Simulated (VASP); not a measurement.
# Al18HCl in VASP: a series of runs

The runs below take Al18HCl through single point, with PBE.

All numbers are computed with VASP 6.6.1; they aren't measurements. Logs are shortened: lines on timing, memory, paths and dates and some standing lists are left out, and cuts for length are marked.

### 1 The cell of the first run

The cell holds a slab with vacuum, 20 atoms: a = 5.728 Å, b = 8.591 Å, c = 18.677 Å, α = 90.00°, β = 90.00°, γ = 60.00°.

### 2 Single point, PBE

INCAR reads:

```
PREC = Accurate
ENCUT = 520
EDIFF = 1E-7
ISMEAR = -1
SIGMA = 0.15
LREAL = Auto
LASPH = True
NELM = 60
ALGO = Normal
ISIF = 2
LWAVE = False
LCHARG = False
GGA = PE
NBANDS = 47
```

KPOINTS reads:

```
Automatic mesh
0
Gamma
  3 2 1
```

POSCAR reads:

```
Al18HCl
1.0
    5.7275650000      0.0000000000      0.0000000000
    4.2956740000      7.4403250000      0.0000000000
    0.0000000000      0.0000000000     18.6765370000
Al Cl H
18 1 1
Direct
    0.1666684695      0.1111107378      0.0535431167
    0.6666715249      0.1111107378      0.0535431167
    0.1666708227      0.4444429511      0.0535431167
    0.6666738781      0.4444429511      0.0535431167
    0.1666731759      0.7777751644      0.0535431167
    0.6666762313      0.7777751644      0.0535431167
   -0.1665269707      0.2219661104      0.1786894433
    0.3334874184      0.2221139534      0.1785770028
   -0.1664776413      0.5553520848      0.1788554270
    0.3333292120      0.5555671291      0.1787429865
   -0.1666070545      0.8889531035      0.1786359002
    0.3331594780      0.8892219090      0.1788233011
    0.0040190029     -0.0023789283      0.3029897887
    0.4986146502     -0.0017337952      0.3031397095
    0.0001809019      0.3334666160      0.3043979727
    0.4951461299      0.3372970939      0.3018493204
    0.0000086608      0.6667988294      0.3046924598
    0.4996772862      0.6668257099      0.3046496254
    0.7247756396      0.1731510384      0.3759476395
    0.6501699883      0.0173917134      0.3997850351
```

Potentials or basis: VASP PAW PBE potentials, release 64 (Al, Cl, H).

Started as:

```sh
$ cat potpaw_PBE.64/Al/POTCAR potpaw_PBE.64/Cl/POTCAR potpaw_PBE.64/H/POTCAR > POTCAR
$ mpirun -np 1 vasp_std > vasp.out
```

OUTCAR:

```text
PREC = Accurate
   ENCUT = 520
   EDIFF = 1E-7
   ISMEAR = -1
   LREAL = Auto
   LASPH = True
   NELM = 60
   ISIF = 2
   GGA = PE

 ion  position               nearest neighbor table
   1  0.167  0.111  0.054-   8 2.86   7 2.86  12 2.86   4 2.86   2 2.86   3 2.86   5 2.86   2 2.86
                             6 2.86
   2  0.667  0.111  0.054-   8 2.86  11 2.86   7 2.86   1 2.86   3 2.86   4 2.86   6 2.86   5 2.86
                             1 2.86
   3  0.167  0.444  0.054-   8 2.86   6 2.86   4 2.86   2 2.86   5 2.86   1 2.86   4 2.86  10 2.86
                             9 2.86
   4  0.667  0.444  0.054-   1 2.86   3 2.86   5 2.86   6 2.86   2 2.86   3 2.86  10 2.86   7 2.86
                             9 2.87
   5  0.167  0.778  0.054-  11 2.86  10 2.86   6 2.86   4 2.86   3 2.86   1 2.86   2 2.86   6 2.86
                            12 2.87
   6  0.667  0.778  0.054-  11 2.86   3 2.86   5 2.86   4 2.86   2 2.86   5 2.86   1 2.86  12 2.87
                             9 2.87
   7  0.833  0.222  0.179-  16 2.85  13 2.86  12 2.86  11 2.86   2 2.86   1 2.86   8 2.86   4 2.86
                             9 2.86   8 2.86  10 2.87  15 2.87
   8  0.333  0.222  0.179-  16 2.84   2 2.86  12 2.86  14 2.86   1 2.86   3 2.86  11 2.86   7 2.86
                             9 2.86  10 2.86   7 2.86  15 2.87
   9  0.834  0.555  0.179-   8 2.86  10 2.86  10 2.86   7 2.86   3 2.86   4 2.87  11 2.87   6 2.87
[... 4 lines left out ...]
                            10 2.86  12 2.86   9 2.87  17 2.88
  12  0.333  0.889  0.179-  13 2.84  14 2.84   7 2.86   8 2.86   1 2.86  11 2.86  11 2.86   6 2.87
                             5 2.87  10 2.87   9 2.87  18 2.87
  13  0.004  0.998  0.303-  19 2.07  14 2.84  12 2.84  18 2.84  11 2.85  17 2.85   7 2.86  15 2.87
                            14 2.89  16 2.92
  14  0.499  0.998  0.303-  20 2.04  19 2.78  13 2.84  12 2.84  18 2.84  11 2.86  17 2.86   8 2.86
                            15 2.87  13 2.89  16 2.90
  15  0.000  0.333  0.304-  16 2.85  17 2.86  18 2.87  14 2.87   9 2.87   8 2.87   7 2.87  13 2.87
                            16 2.88  19 2.89
  16  0.495  0.337  0.302-  19 1.94  10 2.81  17 2.83   8 2.84  18 2.84   7 2.85  15 2.85  15 2.88
                            14 2.90  13 2.92
  17  0.000  0.667  0.305-  16 2.83  13 2.85  14 2.86  18 2.86  15 2.86  18 2.87   9 2.87  10 2.88
                            11 2.88
  18  0.500  0.667  0.305-  13 2.84  14 2.84  16 2.84  17 2.86  15 2.87  17 2.87  12 2.87  10 2.87
                             9 2.87
  19  0.725  0.173  0.376-  20 1.66  16 1.94  13 2.07  14 2.78  15 2.89
  20  0.650  0.017  0.400-  19 1.66  14 2.04

  LATTYP: Found a simple monoclinic cell.
 ALAT       =     5.7275650000
 B/A-ratio  =     3.2608162456
 C/A-ratio  =     1.3228756151
 COS(beta)  =    -0.1889822093

  Lattice vectors:

 A1 = (   5.7275650000,   0.0000000000,   0.0000000000)
 A2 = (   0.0000000000,   0.0000000000, -18.6765370000)
 A3 = (  -1.4318910000,   7.4403250000,   0.0000000000)

Analysis of symmetry for initial positions (statically):
=====================================================================
 Subroutine PRICEL returns:
 Original cell was already a primitive cell.

 Routine SETGRP: Setting up the symmetry group for a
 simple monoclinic supercell.

 Subroutine GETGRP returns: Found  1 space group operations
 (whereof  1 operations were pure point group operations)
 out of a pool of  4 trial point group operations.

The static configuration has the point symmetry C_1 .

Analysis of symmetry for dynamics (positions and initial velocities):
=====================================================================
 Subroutine PRICEL returns:
 Original cell was already a primitive cell.

 Routine SETGRP: Setting up the symmetry group for a
 simple monoclinic supercell.

 Subroutine GETGRP returns: Found  1 space group operations
 (whereof  1 operations were pure point group operations)
 out of a pool of  4 trial point group operations.

The dynamic configuration has the point symmetry C_1 .

 Subroutine INISYM returns: Found  1 space group operations
 (whereof  1 operations are pure point group operations),
 and found     1 'primitive' translations

----------------------------------------------------------------------------------------

[... 84 lines left out ...]
|           WW  WW  A    A  R   R   N   NN  II  N   NN  G    G                |
|           W    W  A    A  R    R  N    N  II  N    N   GGGG   !!!           |
|                                                                             |
|     Your reciprocal lattice and k-lattice belong to different lattice       |
|     classes:                                                                |
|                                                                             |
|        The reciprocal lattice is simple monoclinic,                         |
|        whereas your k-lattice is hexagonal.                                 |
|                                                                             |
|     Results are often still useful ...                                      |
|                                                                             |
 -----------------------------------------------------------------------------

 Subroutine IBZKPT returns following result:
 ===========================================

 Found      4 irreducible k-points:

 Following reciprocal coordinates:
            Coordinates               Weight
  0.000000  0.000000  0.000000      1.000000
  0.333333 -0.000000  0.000000      2.000000
  0.000000  0.500000  0.000000      1.000000
  0.333333  0.500000  0.000000      2.000000
   k-points           NKPTS =      4   k-points in BZ     NKDIM =      4   number of bands    NBANDS=     47
   number of dos      NEDOS =    301   number of ions     NIONS =     20
   total plane-waves  NPLWV = 430080
   dimension x,y,z NGX =    48 NGY =   64 NGZ =  140
   dimension x,y,z NGXF=    96 NGYF=  128 NGZF=  280
   ions per type =              18   1   1
   NGX,Y,Z   is equivalent  to a cutoff of  13.93, 12.38, 12.46 a.u.
   NGXF,Y,Z  is equivalent  to a cutoff of  27.86, 24.77, 24.92 a.u.
 SYSTEM =  unknown system
   PREC   = accura    normal or accurate (medium, high low for compatibility)
   ISTART =      0    job   : 0-new  1-cont  2-samecut
   ICHARG =      2    charge: 1-file 2-atom 10-const
   ISPIN  =      1    spin polarized calculation?
   LNONCOLLINEAR =      F non collinear calculations
   LSORBIT =      F    spin-orbit coupling
   LASPH  =      T    aspherical Exc in radial PAW
   ENCUT  =  520.0 eV  38.22 Ry    6.18 a.u.  10.65 15.97 34.73*2*pi/ulx,y,z
   NELM   =     60;   NELMIN=  2; NELMDL= -5     # of ELM steps
   EDIFF  = 0.1E-06   stopping-criterion for ELM
   LREAL  =      T    real-space projection
   EDIFFG = 0.1E-05   stopping-criterion for IOM
   NSW    =      0    number of steps for IOM
   IBRION =     -1    ionic relax: 0-MD 1-quasi-New 2-CG
   NFREE  =      0    steps in history (QN), initial steepest desc. (CG)
   ISIF   =      2    stress and relaxation
   ISYM   =      2    0-nonsym 1-usesym 2-fastsym
   POTIM  = 0.5000    time-step for ionic-motion
   TEBEG  =    0.0;   TEEND  =   0.0 temperature during run
   PSTRESS=    0.0 pullay stress
   NELECT =      62.0000    total number of electrons
   NUPDOWN=      -1.0000    fix difference up-down
   EMIN   =  10.00;   EMAX   =-10.00  energy-range for DOS
   EFERMI =   0.00;   METHOD = LEGACY
   ISMEAR =    -1;   SIGMA  =   0.15  broadening in eV -4-tet -1-fermi 0-gaus
   EFERMI_NEDOS =   21; number of points for ismear=-14 and -15
   IALGO  =     38    algorithm
   IMIX   =      4    mixing-type and parameters
     AMIX     =   0.40;   BMIX     =  1.00
     AMIX_MAG =   1.60;   BMIX_MAG =  1.00
  volume/ion in A,a.u.               =      39.79       268.55
  Fermi-wavevector in a.u.,A,eV,Ry     =   0.699175  1.321249  6.651152  0.488846
  Thomas-Fermi vector in A             =   1.782982
   LORBIT       =      0    0 simple, 1 ext, 2 COOP (PROOUT), +10 PAW based schemes
   GGA     = PE    functional components
   LHFCALC =     F    Hartree Fock is set to
   AEXX    =    0.0000 exact exchange contribution
   IVDW    =     0    specifies the selected vdW correction
   LEPSILON=     F    determine dielectric tensor
   LRPA    =     F    only Hartree local field effects (RPA)
 non-spin polarized calculation
  energy-cutoff  :      520.00
  volume of cell :      795.90
 maximum number of plane-waves:     21480
 NGX is ok and might be reduce to    42
   NGX = 21   NGY = 31   NGZ = 69

 number of electron      62.0000000 magnetization

 Free energy of the ion-electron system (eV)
  ---------------------------------------------------
  ext. energy  EPLUGINS =         0.00000000
  ---------------------------------------------------
  free energy    TOTEN  =       -66.54582161 eV

  energy without entropy =      -65.82099655  energy(sigma->0) =      -66.18340908

 E-fermi :   0.8351     XC(G=0):  -4.9903

 val. band max:        0.8246834536   @ k =   0.3333   0.5000   0.0000
 cond. band min:       0.8373776520   @ k =   0.0000   0.0000   0.0000
 fundamental gap:      0.0126941983
 Fermi energy:         0.8350829109

 k-point     1 :       0.0000    0.0000    0.0000
  band No.  band energies     occupation
      1     -18.9424      2.00000
      2      -9.6258      2.00000
      3      -8.6761      2.00000
      4      -8.1601      2.00000
      5      -7.7609      2.00000
      6      -7.3003      2.00000
[... 173 lines left out ...]
     42       3.3249      0.00000
     43       3.4187      0.00000
 [bands above 43 left out]

------------------------ aborting loop because EDIFF is reached ----------------------------------------

  FORCE on cell =-STRESS in cart. coord.  units (eV):
  Direction    XX          YY          ZZ          XY          YZ          ZX
  --------------------------------------------------------------------------------------
  -------------------------------------------------------------------------------------
  Total        0.6137783      5.0474581      8.0537904     -0.9052104     -2.4799647     -0.6505081
  in kB        1.2355600     10.1607325     16.2125982     -1.8222244     -4.9922670     -1.3094985
  external PRESSURE =       9.2029636 kB  Pullay stress =       0.0000000 kB

 VOLUME and BASIS-vectors are now :
 -----------------------------------------------------------------------------
  energy-cutoff  :      520.00
  volume of cell :      795.90
      direct lattice vectors                 reciprocal lattice vectors
     5.727565000  0.000000000  0.000000000     0.174594265 -0.100802054  0.000000000
     4.295674000  7.440325000  0.000000000     0.000000000  0.134402731  0.000000000
     0.000000000  0.000000000 18.676537000     0.000000000  0.000000000  0.053543117

 POSITION                                       TOTAL-FORCE (eV/Angst)
 -----------------------------------------------------------------------------------
      1.43190      0.82670      1.00000        -0.045718      0.011220      0.001461
      4.29570      0.82670      1.00000        -0.024194     -0.034723      0.212739
      2.86380      3.30680      1.00000        -0.037062      0.163829      0.009097
      5.72760      3.30680      1.00000         0.005983      0.012068      0.035361
      4.29570      5.78690      1.00000        -0.001657     -0.158576     -0.064239
      7.15950      5.78690      1.00000        -0.045392     -0.062249      0.043788
[... 12 lines left out ...]
      4.89500      1.28830      7.02140         2.365169      0.239499      7.141846
      3.79860      0.12940      7.46660        -2.067151     -1.508326     -0.507021
 -----------------------------------------------------------------------------------
    total drift:                               -0.007783      0.006666     -0.001798

  FREE ENERGIE OF THE ION-ELECTRON SYSTEM (eV)
  ---------------------------------------------------
  free  energy   TOTEN  =       -66.5458216143 eV

  energy  without entropy=      -65.8209965477  energy(sigma->0) =      -66.18340908
```

Wall time 7.1 min (1 thread of Intel Xeon 6975P-C (Granite Rapids), shared host); peak memory 0.82 GiB.

What came out:

* Free energy: -66.5458 eV
* Largest force: 7.527 eV/Å
* Band gap on the k mesh: 0.01 eV, indirect (least direct gap 0.07 eV)

Forces in eV/Å, atoms in the order of the input:
```
Al  -0.046  0.011  0.001
Al  -0.024 -0.035  0.213
Al  -0.037  0.164  0.009
Al   0.006  0.012  0.035
Al  -0.002 -0.159 -0.064
Al  -0.045 -0.062  0.044
Al   0.090 -0.047  0.057
Al   0.016  0.052  0.031
Al   0.177  0.000 -0.112
Al  -0.028  0.302 -0.065
Al   0.067 -0.032  0.129
Al   0.059 -0.147 -0.176
Al   1.962 -2.618 -2.657
Al  -1.045 -0.693  0.501
Al   0.565  0.220 -0.340
Al  -2.010  4.284 -4.309
Al   0.091  0.016  0.054
Al  -0.092  0.000  0.015
Cl   2.365  0.239  7.142
H   -2.067 -1.508 -0.507
```

Caveat: the k points lie up to 0.42 Å⁻¹ apart.

### 3 Single point, PBE

INCAR reads:

```
SYSTEM = Al18HCl
ALGO = Normal
EDIFF = 1E-6
ENCUT = 520
GGA = PE
ISIF = 2
ISMEAR = -1
LASPH = .TRUE.
LCHARG = .TRUE.
LELF = .TRUE.
LREAL = Auto
LVHAR = .TRUE.
LWAVE = .FALSE.
NBANDS = 47
NELM = 60
PREC = Accurate
SIGMA = 0.15
```

KPOINTS reads:

```
k-points
0
G
  3 2 1
  0 0 0
```

POSCAR reads:

```
Al18HCl
1.0
    5.7275650000      0.0000000000      0.0000000000
    4.2956740000      7.4403250000      0.0000000000
    0.0000000000      0.0000000000     18.6765370000
Al Cl H
18 1 1
Direct
    0.1666684695      0.1111107378      0.0535431167
    0.6666715249      0.1111107378      0.0535431167
    0.1666708227      0.4444429511      0.0535431167
    0.6666738781      0.4444429511      0.0535431167
    0.1666731759      0.7777751644      0.0535431167
    0.6666762313      0.7777751644      0.0535431167
   -0.1622175813      0.2226918851      0.1681682209
    0.3347554572      0.2180953117      0.1739401689
   -0.1619974181      0.5555940097      0.1776721241
    0.3242081728      0.5830928084      0.1625515480
   -0.1767673433      0.8930255063      0.1755785883
    0.3680428444      0.8854048714      0.1595424248
    0.1969934898     -0.1768739941      0.2575905801
    0.4719565894     -0.0098382799      0.2920669929
    0.0508684217      0.3804403705      0.2983636635
    0.3218585021      0.4440128623      0.2636730782
   -0.0422472810      0.6935987339      0.3108981071
    0.5639289172      0.6252011841      0.3159043885
    0.8925262394      0.2074640557      0.2892613336
    0.6699584248     -0.6290585425      0.3600881684
```

Potentials or basis: VASP PAW PBE potentials, release 64 (Al, Cl, H).

Started as:

```sh
$ cat potpaw_PBE.64/Al/POTCAR potpaw_PBE.64/Cl/POTCAR potpaw_PBE.64/H/POTCAR > POTCAR
$ mpirun -np 1 vasp_std > vasp.out
```

Wall time 5.1 min (1 thread of Intel Xeon 6975P-C (Granite Rapids), shared host); peak memory 0.84 GiB.

It converged, with:

```
Free energy            : -60.6619 eV
Largest force          : 7.392 eV/Å
Band gap on the k mesh : zero (band 31 reaches 1.04 eV, above the bottom of band 32 at 0.82 eV)
```

Forces in eV/Å, atoms in the order of the input:
```
Al   0.047  0.277 -0.834
Al  -0.113  0.017 -0.485
Al  -0.092  0.027 -0.322
Al   0.185  0.073 -0.567
Al  -0.319  0.389 -1.396
Al   0.609 -0.454 -1.033
Al  -0.353 -0.021 -0.492
Al   0.198 -0.120 -0.572
Al   0.190  0.024 -0.309
Al   0.708 -0.106 -2.082
Al  -0.477  0.481 -0.670
Al   0.862  0.961 -0.838
Al  -1.218  2.336  1.554
Al   0.485 -0.066  0.364
Al  -4.745 -1.825  2.825
Al   7.257 -1.408  0.019
Al  -1.865  2.024  1.580
Al   0.861 -1.999  2.360
Cl  -1.820 -3.053  0.431
H   -0.401  2.446  0.466
```

Levels at points of the mesh, in eV from the Fermi level:
```csv
k point,band 27,band 28,band 29,band 30,band 31,band 32,band 33,band 34,band 35,band 36
"(0.00, 0.00, 0.00)",-1.27,-0.96,-0.83,-0.65,-0.47,0.02,0.23,0.31,0.44,0.65
"(0.00, 0.50, 0.00)",-1.60,-1.26,-0.93,-0.76,-0.34,0.00,0.08,0.47,0.79,0.85
```

Caveat: the k points lie up to 0.42 Å⁻¹ apart.
